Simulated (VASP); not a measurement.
The system is KI.

```
K I
1.0
     4.29094    0.00000    0.00000
     0.00000    4.29094    0.00000
     0.00000    0.00000    4.29094
K I
1 1
Cartesian
  0.0000 0.0000 0.0000
  2.1455 2.1455 2.1455
```

Base run:

* Program: VASP 6.6.1
* Functional: PBE-based screened hybrid
* Potentials or basis: VASP PAW PBE potentials, release 64 (K_sv, I)
* Cutoff: 520 eV
* k mesh: 4 × 4 × 4
* Occupations: gaussian, width 0.01 eV
* Spin: no spin polarisation

Its results: band gap on the k mesh 7.49 eV, indirect (least direct gap 7.95 eV); pressure -0.6 GPa.

Problem. The run is repeated on the same cell with these changes: functional from PBE-based screened hybrid to HSE06; screening parameter from 0.2078 1/Å to 0.2079 1/Å. What comes out?

Solution. Band gap on the k mesh 4.30 eV, indirect (least direct gap 4.69 eV); pressure 0.3 GPa.

Caveats: the PAW data sets were made with another functional, which shifts forces and pressure a little; spin-orbit coupling is left out, which moves the levels of the heavy elements.

A k mesh can miss the band edges.
